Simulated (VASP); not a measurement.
Sc, 2 atoms in the cell. The structure is cubic, space group Fd-3m (No. 227). Conventional cell: a = 4.912 Å, b = 4.912 Å, c = 4.912 Å, α = 90.00°, β = 90.00°, γ = 90.00°. Within 2.8 Å of Sc (site symmetry -43m) lie 4 Sc at 2.13 Å. 

```yaml
Program: VASP 6.6.1
Task: single point
Functional: PBEsol
Potentials_or_basis: VASP PAW PBE potentials, release 64 (Sc_sv)
Cutoff: 520 eV
k_mesh: 6 × 6 × 6
Occupations: fermi-dirac, width 0.1 eV
Spin: no spin polarisation
Dipole_correction: no
Further_INCAR_settings: ALGO = Normal; EDIFF = 1e-06; NBANDS = 18
```

Potentials or basis: VASP PAW PBE potentials, release 64 (Sc_sv).

The run is started by

```console
$ cat potpaw_PBE.64/Sc_sv/POTCAR > POTCAR
$ mpirun -np 1 vasp_std > vasp.out
```

Hardware: 1 thread of AMD EPYC 7R43 64-Core Processor (Zen 3), with other jobs on the host.

Q: How long does it take, and how much memory?

A: Wall time 11 s on 1 thread of AMD EPYC 7R43 64-Core Processor (Zen 3) (shared host), peak memory 0.12 GiB. Counts: scf iterations 11, k points 16.
